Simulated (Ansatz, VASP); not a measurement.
One calculation of Ca2SiC6, two programs

File INCAR:

```
PREC = Accurate ; ENCUT = 600
EDIFF = 1E-6 ; ISMEAR = 0
SIGMA = 0.1 ; LREAL = F
LASPH = T ; NELM = 100
ALGO = Fast ; ISIF = 3
LWAVE = F ; LCHARG = F
GGA = PE ; IBRION = 2
NSW = 90 ; EDIFFG = -0.04
```

Contents of KPOINTS:

```
Automatic mesh
0
Gamma
  6 6 4
```

The input POSCAR:

```
Ca2SiC6
1.0
    5.6139385400      0.0000000000      0.0000000000
   -2.8069692700      4.8618133900      0.0000000000
    0.0000000000      0.0000000000      5.0804507800
Ca Si C
2 1 6
Direct
    0.3333333300      0.6666666700      0.5000000000
    0.6666666700      0.3333333300      0.5000000000
    0.0000000000      0.0000000000      0.0000000000
    0.5000000000      0.0000000000      0.1788977900
    0.0000000000      0.5000000000      0.1788977900
    0.5000000000      0.5000000000      0.1788977900
    0.0000000000      0.5000000000      0.8211022100
    0.5000000000      0.0000000000      0.8211022100
    0.5000000000      0.5000000000      0.8211022100
```

Input for Ansatz:

```yaml
crystal:
  lattice:
    - [5.61393854, 0.0, 0.0]
    - [-2.80696927, 4.86181339, 0.0]
    - [0.0, 0.0, 5.08045078]
  atoms:
    - { symbol: Ca, position: [0.33333333, 0.66666667, 0.5] }
    - { symbol: Ca, position: [0.66666667, 0.33333333, 0.5] }
    - { symbol: Si, position: [0.0, 0.0, 0.0] }
    - { symbol: C, position: [0.5, 0.0, 0.17889779] }
    - { symbol: C, position: [0.0, 0.5, 0.17889779] }
    - { symbol: C, position: [0.5, 0.5, 0.17889779] }
    - { symbol: C, position: [0.0, 0.5, 0.82110221] }
    - { symbol: C, position: [0.5, 0.0, 0.82110221] }
    - { symbol: C, position: [0.5, 0.5, 0.82110221] }
basis:
  ecutwfc: 420
kpoints:
  mp_grid: { grid: [6, 6, 4] }
hamiltonian:
  xc: pbe
scf:
  occupations: { method: gaussian, width: 0.1 }
  lower_state_search: "off"
output:
  forces: true
  stress: true
  eigenvalues: true
relax:
  adjacent_minimum: "off"
  f_tol: 0.04
  max_steps: 70
  cell: { stress_tol: 0.4 }
```

Alike in both runs: task relaxation of cell and atoms; functional PBE; k mesh 6 × 6 × 4; occupations gaussian, width 0.1 eV; no spin polarisation.

|  | VASP | Ansatz |
| --- | --- | --- |
| version | VASP 6.6.1 | Ansatz 0.2.0 |
| potentials or method | VASP PAW PBE potentials, release 64 (Ca_sv, Si, C), cutoff 600 eV | scalar-relativistic, plane waves, PAW |
| valence electrons in the cell | 48 | 48 |

Ansatz gave:

```
gap on the k mesh at the Fermi level, each at its own relaxed structure (eV)  : none
relaxed volume (Å³/atom)                                                      : 18.27
relaxed length of the cell vector where the two differ most in proportion (Å) : 6.291
```

What did VASP give for the same quantities?

gap on the k mesh at the Fermi level, each at its own relaxed structure (eV): none; relaxed volume (Å³/atom): 18.50; relaxed length of the cell vector where the two differ most in proportion (Å): 6.327.

A gap of «none» marks a metal or a gap that the smearing closes.

Noted on VASP's run: the volume moved by over 15 % at a fixed basis, so the end points are rough.
